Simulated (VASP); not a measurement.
# BaS (P1) in VASP: relaxation of cell and atoms with PBE

Aim: the relaxation of cell and atoms of BaS with PBE.

All numbers are computed with VASP 6.6.1; they aren't measurements. Logs are shortened: lines on timing, memory, paths and dates and some standing lists are left out, and cuts for length are marked.

## 1. The cell of the first run

The typed cell holds 4 atoms: a = 7.660 Å, b = 4.403 Å, c = 4.360 Å, α = 59.60°, β = 73.88°, γ = 92.46°.

## 2. Relaxation of cell and atoms, PBE, target pressure 20 GPa, at which the enthalpy is minimised

The input, INCAR:

```
SYSTEM = BaS
  PREC = Accurate
  ENCUT = 600
  EDIFF = 1E-6
  ISMEAR = 0
  SIGMA = 0.0313
  LREAL = .FALSE.
  LASPH = .TRUE.
  NELM = 60
  ALGO = Normal
  ISIF = 3
  LWAVE = .FALSE.
  LCHARG = .FALSE.
  GGA = PE
  IBRION = 2
  NSW = 100
  EDIFFG = -0.01
  PSTRESS = 200.0
```

The input, KPOINTS:

```
Automatic mesh
0
Gamma
  3 5 5
  0.5 0 0.5
```

The input, POSCAR:

```
BaS
1.0
   -3.2246350000      6.2708280000      2.9922020000
    3.1725450000     -0.0559140000      3.0519400000
    3.1004630000      3.0652440000      0.0161680000
Ba S
2 2
Direct
    0.0480160000      0.1021240000      0.9689970000
    0.4793220000      0.4506820000      0.0903480000
    0.2666550000      0.7881640000      0.4719700000
    0.7319530000      0.3002140000      0.4835860000
```

Potentials or basis: VASP PAW PBE potentials, release 64 (Ba_sv, S).

Run with:

```sh
$ cat potpaw_PBE.64/Ba_sv/POTCAR potpaw_PBE.64/S/POTCAR > POTCAR
$ mpirun -np 1 vasp_std > vasp.out
```

OUTCAR:

```text
SYSTEM = BaS
   PREC = Accurate
   ENCUT = 600
   EDIFF = 1E-6
   ISMEAR = 0
   LREAL = .FALSE.
   LASPH = .TRUE.
   NELM = 60
   ISIF = 3
   GGA = PE
   IBRION = 2
   NSW = 100
   EDIFFG = -0.01
   PSTRESS = 200.0

 ion  position               nearest neighbor table
   1  0.048  0.102  0.969-   3 2.75   3 2.95   3 3.26   4 3.29   4 3.40   4 3.50   2 3.81   2 3.86
                             2 4.44   2 4.66
   2  0.479  0.451  0.090-   3 2.67   4 2.82   3 2.97   4 3.20   3 3.27   4 3.35   1 3.81   1 3.86
                             1 4.44   1 4.66
   3  0.267  0.788  0.472-   2 2.67   1 2.75   1 2.95   2 2.97   1 3.26   2 3.27
   4  0.732  0.300  0.484-   2 2.82   2 3.20   1 3.29   2 3.35   1 3.40   1 3.50

  LATTYP: Found a triclinic cell.
 ALAT       =     4.3546222238
 B/A-ratio  =     1.0012152857
 C/A-ratio  =     1.7214730016
 COS(alpha) =     0.0006855623
 COS(beta)  =     0.2524732290
 COS(gamma) =     0.4895527584

  Lattice vectors:

 A1 = (  -0.0720820000,   3.1211580000,  -3.0357720000)
 A2 = (   3.1004630000,   3.0652440000,   0.0161680000)
 A3 = (   3.1525530000,  -3.1496700000,  -6.0279740000)

Analysis of symmetry for initial positions (statically):
=====================================================================
 Subroutine PRICEL returns:
 Original cell was already a primitive cell.

 Routine SETGRP: Setting up the symmetry group for a
 triclinic supercell.

 Subroutine GETGRP returns: Found  1 space group operations
 (whereof  1 operations were pure point group operations)
 out of a pool of  2 trial point group operations.

The static configuration has the point symmetry C_1 .

Analysis of symmetry for dynamics (positions and initial velocities):
=====================================================================
 Subroutine PRICEL returns:
 Original cell was already a primitive cell.

 Routine SETGRP: Setting up the symmetry group for a
 triclinic supercell.

 Subroutine GETGRP returns: Found  1 space group operations
 (whereof  1 operations were pure point group operations)
 out of a pool of  2 trial point group operations.

The dynamic configuration has the point symmetry C_1 .

 Subroutine INISYM returns: Found  1 space group operations
 (whereof  1 operations are pure point group operations),
 and found     1 'primitive' translations

----------------------------------------------------------------------------------------

                                     Primitive cell

  volume of cell :     118.8015

  direct lattice vectors                    reciprocal lattice vectors
    -3.224635000  6.270828000  2.992202000    -0.078751875  0.079217261  0.083315275
     3.172545000 -0.055914000  3.051940000     0.076349530 -0.078528836  0.246855056
     3.100463000  3.065244000  0.016168000     0.162502062  0.162744409 -0.165942126

  length of vectors
     7.659949575  4.402556748  4.359914334     0.139350878  0.270061933  0.283600867

  position of ions in fractional coordinates (direct lattice)
     0.048016000  0.102124000  0.968997000
     0.479322000  0.450682000  0.090348000
     0.266655000  0.788164000  0.471970000
     0.731953000  0.300214000  0.483586000

  ion indices of the primitive-cell ions
   primitive index   ion index
                 1           1
                 2           2
                 3           3
                 4           4

----------------------------------------------------------------------------------------

 KPOINTS: Automatic mesh

Automatic generation of k-mesh.
 Grid dimensions read from file:
 generate k-points for:    3    5    5

 Generating k-lattice:

  Cartesian coordinates                     Fractional coordinates (reciprocal lattice)
    -0.026250625  0.026405754  0.027771758     0.333333333  0.000000000  0.000000000
     0.015269906 -0.015705767  0.049371011    -0.000000000  0.200000000  0.000000000
     0.032500412  0.032548882 -0.033188425    -0.000000000  0.000000000  0.200000000

  Length of vectors
     0.046450293  0.054012387  0.056720173

  Shift w.r.t. Gamma in fractional coordinates (k-lattice)
     0.500000000  0.000000000  0.500000000

 Subroutine IBZKPT returns following result:
 ===========================================

 Found     38 irreducible k-points:

 Following reciprocal coordinates:
            Coordinates               Weight
  0.166667 -0.000000  0.100000      2.000000
  0.500000 -0.000000  0.100000      2.000000
 -0.166667  0.000000  0.100000      2.000000
  0.166667  0.200000  0.100000      2.000000
  0.500000  0.200000  0.100000      2.000000
 -0.166667  0.200000  0.100000      2.000000
[... 16 lines left out ...]
  0.500000  0.400000  0.300000      2.000000
 -0.166667  0.400000  0.300000      2.000000
 [... further k-points ...]
   k-points           NKPTS =     38   k-points in BZ     NKDIM =     38   number of bands    NBANDS=     20
   number of dos      NEDOS =    301   number of ions     NIONS =      4
   total plane-waves  NPLWV =  82944
   dimension x,y,z NGX =    64 NGY =   36 NGZ =   36
   dimension x,y,z NGXF=   128 NGYF=   72 NGZF=   72
   ions per type =               2   2
   NGX,Y,Z   is equivalent  to a cutoff of  13.89, 13.59, 13.73 a.u.
   NGXF,Y,Z  is equivalent  to a cutoff of  27.78, 27.19, 27.45 a.u.
 SYSTEM =  BaS
   PREC   = accura    normal or accurate (medium, high low for compatibility)
   ISTART =      0    job   : 0-new  1-cont  2-samecut
   ICHARG =      2    charge: 1-file 2-atom 10-const
   ISPIN  =      1    spin polarized calculation?
   LNONCOLLINEAR =      F non collinear calculations
   LSORBIT =      F    spin-orbit coupling
   LASPH  =      T    aspherical Exc in radial PAW
   ENCUT  =  600.0 eV  44.10 Ry    6.64 a.u.  15.30  8.79  8.71*2*pi/ulx,y,z
   NELM   =     60;   NELMIN=  2; NELMDL= -5     # of ELM steps
   EDIFF  = 0.1E-05   stopping-criterion for ELM
   LREAL  =      F    real-space projection
   EDIFFG = -.1E-01   stopping-criterion for IOM
   NSW    =    100    number of steps for IOM
   IBRION =      2    ionic relax: 0-MD 1-quasi-New 2-CG
   NFREE  =      1    steps in history (QN), initial steepest desc. (CG)
   ISIF   =      3    stress and relaxation
   ISYM   =      2    0-nonsym 1-usesym 2-fastsym
   POTIM  = 0.5000    time-step for ionic-motion
   TEBEG  =    0.0;   TEEND  =   0.0 temperature during run
   PSTRESS=  200.0 pullay stress
   NELECT =      32.0000    total number of electrons
   NUPDOWN=      -1.0000    fix difference up-down
   EMIN   =  10.00;   EMAX   =-10.00  energy-range for DOS
   EFERMI =   0.00;   METHOD = LEGACY
   ISMEAR =     0;   SIGMA  =   0.03  broadening in eV -4-tet -1-fermi 0-gaus
   EFERMI_NEDOS =   21; number of points for ismear=-14 and -15
   IALGO  =     38    algorithm
   IMIX   =      4    mixing-type and parameters
     AMIX     =   0.40;   BMIX     =  1.00
     AMIX_MAG =   1.60;   BMIX_MAG =  1.00
  volume/ion in A,a.u.               =      29.70       200.43
  Fermi-wavevector in a.u.,A,eV,Ry     =   1.057266  1.997942 15.208737  1.117811
  Thomas-Fermi vector in A             =   2.192532
   LORBIT       =      0    0 simple, 1 ext, 2 COOP (PROOUT), +10 PAW based schemes
   GGA     = PE    functional components
   LHFCALC =     F    Hartree Fock is set to
   AEXX    =    0.0000 exact exchange contribution
   IVDW    =     0    specifies the selected vdW correction
   LEPSILON=     F    determine dielectric tensor
   LRPA    =     F    only Hartree local field effects (RPA)
 conjugate gradient relaxation of ions
 non-spin polarized calculation
 Gauss-broadening in eV      SIGMA  =   0.03
  energy-cutoff  :      600.00
  volume of cell :      118.80
 maximum number of plane-waves:      3983
 NGX is ok and might be reduce to    64
   NGX = 31   NGY = 17   NGZ = 17

--------------------------------------- Ionic step        1  -------------------------------------------

 number of electron      31.9999999 magnetization

 Free energy of the ion-electron system (eV)
  ---------------------------------------------------
  ext. energy  EPLUGINS =         0.00000000
  ---------------------------------------------------
  free energy    TOTEN  =       -18.63938648 eV

  energy without entropy =      -18.63938648  energy(sigma->0) =      -18.63938648

------------------------ aborting loop because EDIFF is reached ----------------------------------------

  FORCE on cell =-STRESS in cart. coord.  units (eV):
  Direction    XX          YY          ZZ          XY          YZ          ZX
  --------------------------------------------------------------------------------------
  -------------------------------------------------------------------------------------
  Total        3.5599252      6.6708306     13.9879943      0.7061827     -0.2285562      0.7522136
  in kB       48.0097397     89.9639238    188.6444025      9.5236966     -3.0823468     10.1444767
  external PRESSURE =     -91.1273113 kB  Pullay stress =     200.0000000 kB
[... 27 lines left out ...]
--------------------------------------- Ionic step        2  -------------------------------------------

 number of electron      32.0000000 magnetization

 E-fermi :   4.7421     XC(G=0): -10.1686

 val. band max:        4.5823049863   @ k =   0.5000   0.4000   0.5000
 cond. band min:       5.3025191759   @ k =   0.1667   0.0000   0.5000
 fundamental gap:      0.7202141896
 Fermi energy:         4.7421390886

 k-point     1 :       0.1667   -0.0000    0.1000
  band No.  band energies     occupation
      1     -21.6945      2.00000
      2     -21.3018      2.00000
      3      -9.7906      2.00000
      4      -7.9139      2.00000
      5      -6.9073      2.00000
      6      -6.7556      2.00000
[... 618 lines left out ...]
  energy  without entropy=      -17.7787355189  energy(sigma->0) =      -17.77873552

  enthalpy is  TOTEN    =        -5.0481100764 eV   P V=       12.7306254424

[... ionic steps 4 to 18 ...]

--------------------------------------- Ionic step       19  -------------------------------------------

 number of electron      31.9999999 magnetization

------------------------ aborting loop because EDIFF is reached ----------------------------------------
[... 75 lines left out ...]
--------------------------------------- Ionic step       21  -------------------------------------------

 number of electron      31.9999999 magnetization

 Free energy of the ion-electron system (eV)
  ---------------------------------------------------
  ext. energy  EPLUGINS =         0.00000000
  ---------------------------------------------------
  free energy    TOTEN  =       -18.84525296 eV

  energy without entropy =      -18.84525296  energy(sigma->0) =      -18.84525296

 E-fermi :   3.0414     XC(G=0):  -9.6443

 val. band max:        2.8172369864   @ k =   0.1667  -0.0000   0.1000
 cond. band min:       4.6544272693   @ k =   0.1667   0.0000   0.5000
 fundamental gap:      1.8371902829
 Fermi energy:         3.0414282471

 k-point     1 :       0.1667   -0.0000    0.1000
  band No.  band energies     occupation
      1     -22.5930      2.00000
      2     -22.4637      2.00000
      3      -9.9353      2.00000
      4      -8.4547      2.00000
      5      -7.7704      2.00000
      6      -7.6594      2.00000
[... 578 lines left out ...]
  energy  without entropy=      -18.8452529648  energy(sigma->0) =      -18.84525296

  enthalpy is  TOTEN    =        -5.9761556496 eV   P V=       12.8690973152

 reached required accuracy - stopping structural energy minimisation
```

Run time: 29 min. Hardware: 1 thread of AMD EPYC 7R43 (Zen 3), shared host; peak memory 0.29 GiB.

Results:

```yaml
Free_energy: -18.8453 eV
Relaxed_volume: 25.77 Å³/atom
Relaxed_cell: a = 7.237 Å, b = 4.183 Å, c = 4.175 Å, α = 59.93°, β = 73.18°, γ = 89.99°
Space_group_after_relaxing_to_0.05_Å: Fm-3m (No. 225)
Energy_change_on_relaxing_the_enthalpy_is_what_falls: -51.5 meV/atom
Ionic_steps: 21
Pressure_after_relaxing: 20.0 GPa
Largest_force_after_relaxing: 0.005 eV/Å
Band_gap_on_the_k_mesh: 1.84 eV, indirect (least direct gap 1.84 eV)
```

Forces in eV/Å, atoms in the order of the input:
```
Ba   0.003  0.001  0.000
Ba  -0.003 -0.003 -0.002
S    0.000  0.000  0.002
S    0.000  0.002 -0.001
```

Step by step:
| step | energy change (eV) | largest force (eV/Å) | pressure (GPa) | volume (Å³) |
| --- | --- | --- | --- | --- |
| 1 | 0.0000 | 3.6052 | 10.89 | 118.80 |
| 2 | 2.8462 | 2.3888 | 40.79 | 91.59 |
| 3 | 0.8607 | 2.6463 | 23.93 | 101.98 |
| 4 | -0.1187 | 0.8809 | 19.41 | 104.34 |
| 5 | -0.2547 | 0.7139 | 18.45 | 105.09 |
| 6 | 0.0280 | 0.6702 | 21.50 | 102.09 |
| 7 | -0.1804 | 0.5862 | 19.88 | 103.27 |
| 8 | -0.1622 | 0.3609 | 20.23 | 102.91 |
| 9 | -0.1093 | 0.1822 | 20.84 | 102.37 |
| 10 | -0.3765 | 0.1326 | 18.37 | 104.54 |
| 11 | -0.2201 | 0.1537 | 19.83 | 103.23 |
| 12 | -0.2092 | 0.0462 | 19.95 | 103.13 |
| 13 | -0.2030 | 0.0213 | 20.01 | 103.08 |
| 14 | -0.2043 | 0.0242 | 20.01 | 103.09 |
| 15 | -0.2043 | 0.0232 | 20.01 | 103.09 |
| 16 | -0.2073 | 0.0203 | 19.99 | 103.11 |
| 17 | -0.2099 | 0.0186 | 19.97 | 103.13 |
| 18 | -0.2147 | 0.0204 | 19.93 | 103.16 |
| 19 | -0.1916 | 0.0127 | 20.15 | 102.98 |
| 20 | -0.2019 | 0.0160 | 20.05 | 103.06 |
| 21 | -0.2059 | 0.0049 | 20.01 | 103.09 |

Final structure:
```
CELL_PARAMETERS angstrom
-2.95141 5.91127 2.95337
2.95860 0.00025 2.95715
2.95338 2.95142 0.00457
ATOMIC_POSITIONS crystal
Ba 0.00651 0.03527 0.00361
Ba 0.50651 0.53536 0.00384
S 0.25646 0.78521 0.50379
S 0.75647 0.28534 0.50365
```

Levels at points of the mesh, in eV from the valence-band top:
```tsv
k point	band 14	band 15	band 16	band 17	band 18	band 19
(0.50, 0.00, 0.50)	-0.81	-0.76	-0.76	3.35	3.35	6.94
```

Caveat: the cell is relaxed towards a set pressure, so the enthalpy falls and the energy may rise; spin-orbit coupling is left out, which moves the levels of the heavy elements.
